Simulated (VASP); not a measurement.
# InSe (R3m) in VASP: a series of runs

Aim: see how the results for InSe move with the level of theory and the settings. Levels: PBEsol+D4, LDA, PBEsol. Tasks: single point.

All numbers are computed with VASP 6.6.1; they aren't measurements. Logs are shortened: lines on timing, memory, paths and dates and some standing lists are left out, and cuts for length are marked.

**What was measured.**

“The Interaction of Hydrogen with the van der Waals Crystal γ-InSe”, 2020, pmc:7321205 reports, for a bulk crystal of InSe at 300 K: band gap 1.25 eV.

The runs below are set against these values where they give the same quantity.

**1. The cell of the first run**

It takes space group R3m (No. 160, trigonal). The conventional cell has a = 3.980 Å, b = 3.980 Å, c = 24.475 Å, α = 90.00°, β = 90.00°, γ = 120.00°. In (site symmetry 3m) has 3 Se at 2.63 Å and 1 In at 2.76 Å within 3.5 Å. Within 3.5 Å of In (site symmetry 3m) lie 3 Se at 2.63 Å and 1 In at 2.76 Å. Se (site symmetry 3m) has 3 In at 2.63 Å within 3.5 Å. Within 3.5 Å of Se (site symmetry 3m) lie 3 In at 2.63 Å.

**2. Single point, PBEsol+D4**

The input, INCAR:

```
SYSTEM = InSe
PREC = Accurate
ENCUT = 520
EDIFF = 1E-6
ISMEAR = -1
SIGMA = 0.05
LREAL = .FALSE.
LASPH = .TRUE.
NELM = 60
ALGO = Normal
ISIF = 2
LWAVE = .FALSE.
LCHARG = .FALSE.
GGA = PS
IVDW = 13
NBANDS = 27
```

The input, KPOINTS:

```
Automatic mesh
0
G
  8 8 8
  0 0 0
```

The input, POSCAR:

```
InSe
1.0
    1.9900947961      1.1489817662      8.1584314334
   -1.9900947961      1.1489817662      8.1584314334
    0.0000000000     -2.2979635324      8.1584314334
In Se
2 2
Direct
    0.8879388469      0.8879388469      0.8879388469
    0.0006940494      0.0006940494      0.0006940494
    0.1688662941      0.1688662941      0.1688662941
    0.3865008096      0.3865008096      0.3865008096
```

Potentials or basis: VASP PAW PBE potentials, release 64 (In_d, Se).

Started as:

```console
$ cat potpaw_PBE.64/In_d/POTCAR potpaw_PBE.64/Se/POTCAR > POTCAR
$ mpirun -np 1 vasp_std > vasp.out
```

OUTCAR:

```text
SYSTEM = InSe
   PREC = Accurate
   ENCUT = 520
   EDIFF = 1E-6
   ISMEAR = -1
   LREAL = .FALSE.
   LASPH = .TRUE.
   NELM = 60
   ISIF = 2
   GGA = PS
   IVDW = 13

 ion  position               nearest neighbor table
   1  0.888  0.888  0.888-   3 2.63   3 2.63   3 2.63   2 2.76
   2  0.001  0.001  0.001-   4 2.63   4 2.63   4 2.63   1 2.76
   3  0.169  0.169  0.169-   1 2.63   1 2.63   1 2.63
   4  0.387  0.387  0.387-   2 2.63   2 2.63   2 2.63

  LATTYP: Found a trigonal (rhomboedric) cell.
 ALAT       =     8.4758857856
 COS(alpha) =     0.8897427054

  Lattice vectors:

 A1 = (   1.9900947961,   1.1489817662,   8.1584314334)
 A2 = (  -1.9900947961,   1.1489817662,   8.1584314334)
 A3 = (   0.0000000000,  -2.2979635324,   8.1584314334)

Analysis of symmetry for initial positions (statically):
=====================================================================
 Subroutine PRICEL returns:
 Original cell was already a primitive cell.

 Routine SETGRP: Setting up the symmetry group for a
 trigonal (rhombohedral) supercell.

 Subroutine GETGRP returns: Found  6 space group operations
 (whereof  6 operations were pure point group operations)
 out of a pool of 12 trial point group operations.

The static configuration has the point symmetry C_3v.

Analysis of symmetry for dynamics (positions and initial velocities):
=====================================================================
 Subroutine PRICEL returns:
 Original cell was already a primitive cell.

 Routine SETGRP: Setting up the symmetry group for a
 trigonal (rhombohedral) supercell.

 Subroutine GETGRP returns: Found  6 space group operations
 (whereof  6 operations were pure point group operations)
 out of a pool of 12 trial point group operations.

The dynamic configuration has the point symmetry C_3v.

 Subroutine INISYM returns: Found  6 space group operations
 (whereof  6 operations are pure point group operations),
 and found     1 'primitive' translations

----------------------------------------------------------------------------------------

                                     Primitive cell

  volume of cell :     111.9296

  direct lattice vectors                    reciprocal lattice vectors
     1.990094796  1.148981766  8.158431433     0.251244313  0.145055972  0.040857527
    -1.990094796  1.148981766  8.158431433    -0.251244313  0.145055972  0.040857527
     0.000000000 -2.297963532  8.158431433     0.000000000 -0.290111944  0.040857527

  length of vectors
     8.475885786  8.475885786  8.475885786     0.292974875  0.292974875  0.292974875

  position of ions in fractional coordinates (direct lattice)
     0.887938847  0.887938847  0.887938847
     0.000694049  0.000694049  0.000694049
     0.168866294  0.168866294  0.168866294
     0.386500810  0.386500810  0.386500810

  ion indices of the primitive-cell ions
   primitive index   ion index
                 1           1
                 2           2
                 3           3
                 4           4

----------------------------------------------------------------------------------------

 KPOINTS: Automatic mesh

Automatic generation of k-mesh.
 Grid dimensions read from file:
 generate k-points for:    8    8    8

 Generating k-lattice:

  Cartesian coordinates                     Fractional coordinates (reciprocal lattice)
     0.031405539  0.018131996  0.005107191     0.125000000 -0.000000000  0.000000000
    -0.031405539  0.018131996  0.005107191    -0.000000000  0.125000000  0.000000000
     0.000000000 -0.036263993  0.005107191     0.000000000  0.000000000  0.125000000

  Length of vectors
     0.036621859  0.036621859  0.036621859

  Shift w.r.t. Gamma in fractional coordinates (k-lattice)
     0.000000000  0.000000000  0.000000000

 Subroutine IBZKPT returns following result:
 ===========================================

 Found     65 irreducible k-points:

 Following reciprocal coordinates:
            Coordinates               Weight
  0.000000  0.000000  0.000000      1.000000
  0.125000  0.000000  0.000000      6.000000
  0.250000  0.000000  0.000000      6.000000
  0.375000  0.000000  0.000000      6.000000
  0.500000  0.000000  0.000000      3.000000
  0.125000  0.125000  0.000000      6.000000
[... 16 lines left out ...]
  0.250000  0.125000  0.125000      6.000000
  0.375000  0.125000  0.125000      6.000000
 [... further k-points ...]
   k-points           NKPTS =     65   k-points in BZ     NKDIM =     65   number of bands    NBANDS=     27
   number of dos      NEDOS =    301   number of ions     NIONS =      4
   total plane-waves  NPLWV = 262144
   dimension x,y,z NGX =    64 NGY =   64 NGZ =   64
   dimension x,y,z NGXF=   128 NGYF=  128 NGZF=  128
   ions per type =               2   2
   NGX,Y,Z   is equivalent  to a cutoff of  12.55, 12.55, 12.55 a.u.
   NGXF,Y,Z  is equivalent  to a cutoff of  25.11, 25.11, 25.11 a.u.
 SYSTEM =  InSe
   PREC   = accura    normal or accurate (medium, high low for compatibility)
   ISTART =      0    job   : 0-new  1-cont  2-samecut
   ICHARG =      2    charge: 1-file 2-atom 10-const
   ISPIN  =      1    spin polarized calculation?
   LNONCOLLINEAR =      F non collinear calculations
   LSORBIT =      F    spin-orbit coupling
   LASPH  =      T    aspherical Exc in radial PAW
   ENCUT  =  520.0 eV  38.22 Ry    6.18 a.u.  15.76 15.76 15.76*2*pi/ulx,y,z
   NELM   =     60;   NELMIN=  2; NELMDL= -5     # of ELM steps
   EDIFF  = 0.1E-05   stopping-criterion for ELM
   LREAL  =      F    real-space projection
   EDIFFG = 0.1E-04   stopping-criterion for IOM
   NSW    =      0    number of steps for IOM
   IBRION =     -1    ionic relax: 0-MD 1-quasi-New 2-CG
   NFREE  =      0    steps in history (QN), initial steepest desc. (CG)
   ISIF   =      2    stress and relaxation
   ISYM   =      2    0-nonsym 1-usesym 2-fastsym
   POTIM  = 0.5000    time-step for ionic-motion
   TEBEG  =    0.0;   TEEND  =   0.0 temperature during run
   PSTRESS=    0.0 pullay stress
   NELECT =      38.0000    total number of electrons
   NUPDOWN=      -1.0000    fix difference up-down
   EMIN   =  10.00;   EMAX   =-10.00  energy-range for DOS
   EFERMI =   0.00;   METHOD = LEGACY
   ISMEAR =    -1;   SIGMA  =   0.05  broadening in eV -4-tet -1-fermi 0-gaus
   EFERMI_NEDOS =   21; number of points for ismear=-14 and -15
   IALGO  =     38    algorithm
   IMIX   =      4    mixing-type and parameters
     AMIX     =   0.40;   BMIX     =  1.00
     AMIX_MAG =   1.60;   BMIX_MAG =  1.00
  volume/ion in A,a.u.               =      27.98       188.83
  Fermi-wavevector in a.u.,A,eV,Ry     =   1.142057  2.158175 17.745998  1.304294
  Thomas-Fermi vector in A             =   2.278756
   LORBIT       =      0    0 simple, 1 ext, 2 COOP (PROOUT), +10 PAW based schemes
   GGA     = PS    functional components
   LHFCALC =     F    Hartree Fock is set to
   AEXX    =    0.0000 exact exchange contribution
   IVDW    =    13    specifies the selected vdW correction
   LEPSILON=     F    determine dielectric tensor
   LRPA    =     F    only Hartree local field effects (RPA)
 non-spin polarized calculation
  energy-cutoff  :      520.00
  volume of cell :      111.93
 maximum number of plane-waves:      3040
   NGX = 31   NGY = 31   NGZ = 31

 number of electron      37.9999999 magnetization

 Free energy of the ion-electron system (eV)
  ---------------------------------------------------
  ext. energy  EPLUGINS =         0.00000000
  ---------------------------------------------------
  free energy    TOTEN  =       -15.58037692 eV

  energy without entropy =      -15.58026863  energy(sigma->0) =      -15.58032278

 E-fermi :   4.6335     XC(G=0):  -9.3288

 val. band max:        4.4697175271   @ k =   0.5000   0.5000   0.5000
 cond. band min:       4.7706892312   @ k =   0.5000   0.5000   0.5000
 fundamental gap:      0.3009717040
 Fermi energy:         4.6335284266

 k-point     1 :       0.0000    0.0000    0.0000
  band No.  band energies     occupation
      1     -10.4033      2.00000
      2     -10.1950      2.00000
      3     -10.1950      2.00000
      4     -10.1006      2.00000
      5     -10.1006      2.00000
      6     -10.0916      2.00000
[... 19 lines left out ...]
     26       9.8469      0.00000
     27      12.0097      0.00000

 k-point     2 :       0.1250    0.0000    0.0000
  band No.  band energies     occupation
      1     -10.4055      2.00000
      2     -10.2663      2.00000
      3     -10.1928      2.00000
      4     -10.1724      2.00000
      5     -10.0967      2.00000
      6     -10.0887      2.00000
[... 19 lines left out ...]
     26      10.2126      0.00000
     27      11.5996      0.00000

 k-point     3 :       0.2500    0.0000    0.0000
  band No.  band energies     occupation
      1     -10.4505      2.00000
      2     -10.3379      2.00000
      3     -10.2994      2.00000
      4     -10.1910      2.00000
      5     -10.1083      2.00000
      6     -10.0600      2.00000
[... 19 lines left out ...]
     26      10.7953      0.00000
     27      11.1293      0.00000

 k-point     4 :       0.3750    0.0000    0.0000
  band No.  band energies     occupation
      1     -10.5266      2.00000
      2     -10.3964      2.00000
      3     -10.3403      2.00000
      4     -10.1924      2.00000
      5     -10.1197      2.00000
      6     -10.0317      2.00000
[... 19 lines left out ...]
     26      10.9858      0.00000
     27      11.4975      0.00000
[... 516 lines left out ...]
      4     -10.1006      2.00000
      5     -10.1006      2.00000
      6     -10.0917      2.00000
[... 19 lines left out ...]
     26       9.8757      0.00000
     27      12.0586      0.00000

 k-point    23 :       0.2500    0.1250    0.1250
  band No.  band energies     occupation
      1     -10.4051      2.00000
      2     -10.2637      2.00000
      3     -10.1928      2.00000
      4     -10.1761      2.00000
      5     -10.0967      2.00000
      6     -10.0887      2.00000
[... 19 lines left out ...]
     26      10.3170      0.00000
     27      11.5784      0.00000

 k-point    24 :       0.3750    0.1250    0.1250
  band No.  band energies     occupation
      1     -10.4468      2.00000
      2     -10.3370      2.00000
      3     -10.3048      2.00000
      4     -10.1910      2.00000
      5     -10.1083      2.00000
      6     -10.0600      2.00000
[... 19 lines left out ...]
     26      10.8487      0.00000
     27      11.3354      0.00000

 [... further k-points ...]

------------------------ aborting loop because EDIFF is reached ----------------------------------------

  DFT-D4 for vdW energy calculation

  Edisp (eV):   -0.79129

  FORCE on cell =-STRESS in cart. coord.  units (eV):
  Direction    XX          YY          ZZ          XY          YZ          ZX
  --------------------------------------------------------------------------------------
  -------------------------------------------------------------------------------------
  Total       0.05039     0.05039     0.03490     0.00000     0.00000     0.00000
  in kB       0.72127     0.72127     0.49950     0.00000     0.00000     0.00000
  external pressure =        0.65 kB  Pullay stress =        0.00 kB

 VOLUME and BASIS-vectors are now :
 -----------------------------------------------------------------------------
  energy-cutoff  :      520.00
  volume of cell :      111.93
      direct lattice vectors                 reciprocal lattice vectors
     1.990094796  1.148981766  8.158431433     0.251244313  0.145055972  0.040857527
    -1.990094796  1.148981766  8.158431433    -0.251244313  0.145055972  0.040857527
     0.000000000 -2.297963532  8.158431433     0.000000000 -0.290111944  0.040857527

 POSITION                                       TOTAL-FORCE (eV/Angst)
 -----------------------------------------------------------------------------------
      0.00000      0.00000     21.73256         0.000000      0.000000      0.019515
      0.00000      0.00000      0.01699         0.000000      0.000000     -0.019555
      0.00000      0.00000      4.13305         0.000000      0.000000     -0.020988
      0.00000      0.00000      9.45972         0.000000     -0.000000      0.021028
 -----------------------------------------------------------------------------------
    total drift:                                0.000000     -0.000000     -0.000155

  FREE ENERGIE OF THE ION-ELECTRON SYSTEM (eV)
  ---------------------------------------------------
  free  energy   TOTEN  =       -16.3716664362 eV

  energy  without entropy=      -16.3715581482  energy(sigma->0) =      -16.37161229
```

It took 5.1 min on 1 thread of Intel Xeon 6975P-C (Granite Rapids), shared host; peak memory 0.63 GiB.

What came out:

* Free energy: -16.3717 eV
* Pressure: 0.1 GPa
* Largest force: 0.021 eV/Å
* Band gap on the k mesh: 0.30 eV
* Dispersion energy per atom: -0.198 eV

Forces on the atoms (eV/Å):
```
In   0.000  0.000  0.020
In   0.000  0.000 -0.020
Se   0.000  0.000 -0.021
Se   0.000  0.000  0.021
```

Caveat: the PAW data sets were made with another functional, which shifts forces and pressure a little; spin-orbit coupling is left out, which moves the levels of the heavy elements.

**3. Single point, LDA**

This run uses another cell than the first one, of 29.24 Å³/atom.

The input, INCAR:

```
  PREC = Accurate
  ENCUT = 520
  EDIFF = 1E-6
  ISMEAR = -1
  SIGMA = 0.05
  LREAL = False
  LASPH = True
  NELM = 60
  ALGO = Normal
  ISIF = 2
  LWAVE = False
  LCHARG = False
  GGA = CA
  NBANDS = 27
```

The input, KPOINTS:

```
Automatic mesh
0
Gamma
  8 8 8
```

The input, POSCAR:

```
InSe
1.0
    2.0000000000      1.1547005384      8.4400000000
   -2.0000000000      1.1547005384      8.4400000000
    0.0000000000     -2.3094010768      8.4400000000
In Se
2 2
Direct
    0.8886000000      0.8886000000      0.8886000000
    0.0000000000      0.0000000000      0.0000000000
    0.1719000000      0.1719000000      0.1719000000
    0.3835000000      0.3835000000      0.3835000000
```

Potentials or basis: VASP PAW LDA potentials, release 64 (In_d, Se).

Started as:

```console
$ cat potpaw_LDA.64/In_d/POTCAR potpaw_LDA.64/Se/POTCAR > POTCAR
$ mpirun -np 1 vasp_std > vasp.out
```

Run time: 6.7 min. Hardware: 1 thread of Intel Xeon 6975P-C (Granite Rapids), shared host; peak memory 0.59 GiB.

Results (log left out):

```yaml
Free_energy: -16.6425 eV
Pressure: -1.4 GPa
Largest_force: 0.253 eV/Å
Band_gap_on_the_k_mesh: 0.23 eV
```

Forces in eV/Å, atoms in the order of the input:
```
In   0.000  0.000  0.253
In   0.000  0.000 -0.235
Se   0.000  0.000  0.034
Se   0.000  0.000 -0.052
```

Stress tensor (GPa, compression positive):
```
-0.96  0.00  0.00
 0.00 -0.96  0.00
 0.00  0.00 -2.16
```

Levels at points of the mesh, in eV from the valence-band top:
| k point | band 15 | band 16 | band 17 | band 18 | band 19 | band 20 | band 21 | band 22 | band 23 | band 24 |
| --- | --- | --- | --- | --- | --- | --- | --- | --- | --- | --- |
| (0.00, 0.00, 0.00) | -1.58 | -1.31 | -1.31 | -1.21 | -1.21 | 1.56 | 1.92 | 4.30 | 4.30 | 5.06 |
| (0.50, 0.00, 0.00) | -3.50 | -2.41 | -2.36 | -2.25 | -1.70 | 1.09 | 1.84 | 3.51 | 3.87 | 4.74 |
| (0.50, 0.50, 0.00) | -3.26 | -2.68 | -2.52 | -2.07 | -1.53 | 1.03 | 1.88 | 3.16 | 3.50 | 4.33 |
| (0.50, 0.50, 0.50) | -1.38 | -1.38 | -1.14 | -1.14 | 0.00 | 0.23 | 1.99 | 4.22 | 4.22 | 5.50 |

Caveat: spin-orbit coupling is left out, which moves the levels of the heavy elements. A k mesh can miss the band edges.

**4. Single point, PBEsol**

This run uses another cell than the first one, of 19.81 Å³/atom.

The input, INCAR:

```
PREC = Accurate
ENCUT = 520
EDIFF = 1E-6
ISMEAR = -1
SIGMA = 0.05
LREAL = False
LASPH = True
NELM = 80
ALGO = Normal
ISIF = 2
LWAVE = False
LCHARG = False
GGA = PS
NBANDS = 27
```

The input, KPOINTS:

```
regular mesh
0
Gamma
  8 8 8
```

The input, POSCAR:

```
InSe
1.0
    1.7425586951      1.0060667317      7.5339072179
   -1.7425586951      1.0060667317      7.5339072179
    0.0000000000     -2.0121334634      7.5339072179
In Se
2 2
Direct
    0.8882523229      0.8882523229      0.8882523229
    0.0000051900      0.0000051900      0.0000051900
    0.1575498505      0.1575498505      0.1575498505
    0.3981926366      0.3981926366      0.3981926366
```

Potentials or basis: VASP PAW PBE potentials, release 64 (In_d, Se).

Started as:

```console
$ cat potpaw_PBE.64/In_d/POTCAR potpaw_PBE.64/Se/POTCAR > POTCAR
$ mpirun -np 1 vasp_std > vasp.out
```

Wall time 5.6 min (1 thread of Intel Xeon 6975P-C (Granite Rapids), shared host); peak memory 0.52 GiB.

It converged, with:

```
Free energy            : -13.1921 eV
Pressure               : 30.2 GPa
Largest force          : 0.030 eV/Å
Band gap on the k mesh : 0.01 eV (least direct gap 1.67 eV)
```

Forces on the atoms (eV/Å):
```
In   0.000  0.000  0.029
In   0.000  0.000 -0.030
Se   0.000  0.000 -0.029
Se   0.000  0.000  0.030
```

Levels at points of the mesh, in eV from the valence-band top:
```csv
k point,band 15,band 16,band 17,band 18,band 19,band 20,band 21,band 22,band 23,band 24
"(0.00, 0.00, 0.00)",-3.77,-1.51,-1.51,-0.52,-0.52,3.58,3.81,3.98,5.51,5.51
"(0.50, 0.00, 0.00)",-5.26,-4.39,-3.30,-2.42,-1.92,0.01,2.55,3.33,4.26,5.31
"(0.50, 0.50, 0.00)",-4.99,-4.26,-3.48,-2.52,-1.58,0.10,2.04,2.62,3.50,3.88
"(0.50, 0.50, 0.50)",-1.57,-1.57,-0.42,-0.42,-0.41,1.26,3.83,5.17,5.17,5.69
```

Caveat: the cell stands under pressure; the PAW data sets were made with another functional, which shifts forces and pressure a little; spin-orbit coupling is left out, which moves the levels of the heavy elements.

[end of part 1 of 2]
